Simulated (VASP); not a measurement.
Runs of VASP 6.6.1 on AgCl. The structure is that of space group Pm-3m (No. 221), or close to it. The cells are those of the table. 

```csv
level,cell,k mesh,smearing,grid for exact exchange (PRECFOCK),screening parameter,gap on the mesh (eV),pressure (GPa)
r2SCAN,"a = 3.458, b = 3.458, c = 3.396 Å, 2 atoms",8 × 8 × 8,gaussian 0.01 eV,-,-,(a),-2.0
PBE,"a = 3.396, b = 3.396, c = 3.197 Å, 2 atoms",8 × 8 × 8,fermi-dirac 0.02 eV,-,-,0.49,5.4
r2SCAN,"a = 3.396, b = 3.396, c = 3.197 Å, 2 atoms",8 × 8 × 8,gaussian 0.01 eV,-,-,(c),4.0
HSE06,"a = 3.458, b = 3.458, c = 3.396 Å, 2 atoms",6 × 6 × 6,gaussian 0.01 eV,Normal,0.2079 1/Å,1.95,(b)
PBE,"a = 3.458, b = 3.458, c = 3.396 Å, 2 atoms",8 × 8 × 8,fermi-dirac 0.02 eV,-,-,0.55,-0.4
```

Alike in all rows: task single point; potentials or basis VASP PAW PBE potentials, release 64 (Ag, Cl); no spin polarisation; cutoff (eV) 520.

**Question.** Fill in the values left out.

**Answer.** (a) 1.14; (b) -0.7; (c) 1.10.

Caveats: the PAW data sets were made with another functional, which shifts forces and pressure a little (some runs).

A k mesh can miss the band edges, and the runs leave out spin-orbit coupling on Ag.
